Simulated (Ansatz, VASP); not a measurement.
Sr in VASP and in Ansatz

The input INCAR:

```
SYSTEM = Sr
ALGO = Normal ; EDIFF = 1E-6
ENCUT = 520 ; GGA = RE
GGA_COMPAT = .False. ; ISIF = 2
ISMEAR = 0 ; LASPH = .True.
LCHARG = .False. ; LORBIT = 11
LORBMOM = .True. ; LREAL = .False.
LSORBIT = .True. ; LWAVE = .False.
MAGMOM = 0 0 0 ; NBANDS = 21
NELM = 150 ; PREC = Accurate
SIGMA = 0.025
```

Contents of KPOINTS:

```
k-points
0
Gamma
  8 8 8
  0 0 0
```

POSCAR

```
Sr
1.0
    0.0000000000      2.9802437979      2.9802437979
    2.9802437979      0.0000000000      2.9802437979
    2.9802437979      2.9802437979      0.0000000000
Sr
1
Direct
    0.0000000000      0.0000000000      0.0000000000
```

File input.yaml:

```yaml
crystal:
  lattice:
    - [0.0, 2.9802437979, 2.9802437979]
    - [2.9802437979, 0.0, 2.9802437979]
    - [2.9802437979, 2.9802437979, 0.0]
  atoms:
    - { symbol: Sr, position: [0.0, 0.0, 0.0] }
hamiltonian:
  xc: revpbe
  pseudopotentials: { kind: paw_fr }
magnetization:
  noncollinear: true
  spin_orbit: true
kpoints:
  mp_grid: { grid: [8, 8, 8] }
scf:
  occupations: { method: gaussian, width: 0.025 }
output:
  forces: true
  stress: true
  eigenvalues: true
```

Alike in both runs: task single point; functional revPBE; k mesh 8 × 8 × 8; occupations gaussian, width 0.025 eV; non-collinear spin, spin-orbit coupling.

```csv
,VASP,Ansatz
version,VASP 6.6.1,Ansatz 0.2.0
potentials or method,"VASP PAW PBE potentials, release 64 (Sr_sv)",Ansatz PAW
plane-wave cutoff (eV),520,420
valence electrons in the cell,10,10
```

|  | VASP | Ansatz | Ansatz less VASP |
| --- | --- | --- | --- |
| pressure (GPa) | 1.0 | 1.0 | -0.01 |

VASP's potentials were made for PBE, not for revPBE. With one functional, cell and mesh, what is left measures potentials, basis and numerics.
